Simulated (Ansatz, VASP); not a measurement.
# BP: VASP beside Ansatz

```xyz
2
Lattice="0.0000 2.3135 2.3135 2.3135 0.0000 2.3135 2.3135 2.3135 0.0000" Properties=species:S:1:pos:R:3 pbc="T T T"
P     3.4703    3.4703    3.4703
B     0.0000    0.0000    0.0000
```

Alike in both runs: task single point; functional r2SCAN0; k mesh 5 × 5 × 5; occupations fermi-dirac, width 0.05 eV; no spin polarisation.

```csv
,VASP,Ansatz
version,VASP 6.6.1,Ansatz 0.2.0
potentials or method,"VASP PAW PBE potentials, release 64 (P, B)",Ansatz PAW
plane-wave cutoff (eV),520,500
valence electrons in the cell,8,8
```

VASP gave:

| Property | Result |
| --- | --- |
| gap on the k mesh at the Fermi level (eV) | 2.89 |
| least direct gap on the mesh (eV) | 5.10 |
| pressure (GPa) | -11.5 |

Problem. What did Ansatz give for the same quantities?

Solution. gap on the k mesh at the Fermi level (eV): 2.83; least direct gap on the mesh (eV): 5.03; pressure (GPa): -10.8.

VASP's potentials were made for PBE, not for r2SCAN0. With one functional, cell and mesh, what is left measures potentials, basis and numerics.

The k mesh is coarse, so the values compare programs but aren't converged. Noted on Ansatz's run: odd divisions of the mesh miss points on the zone boundary, where band edges often lie, so the gap on the mesh can be too wide.
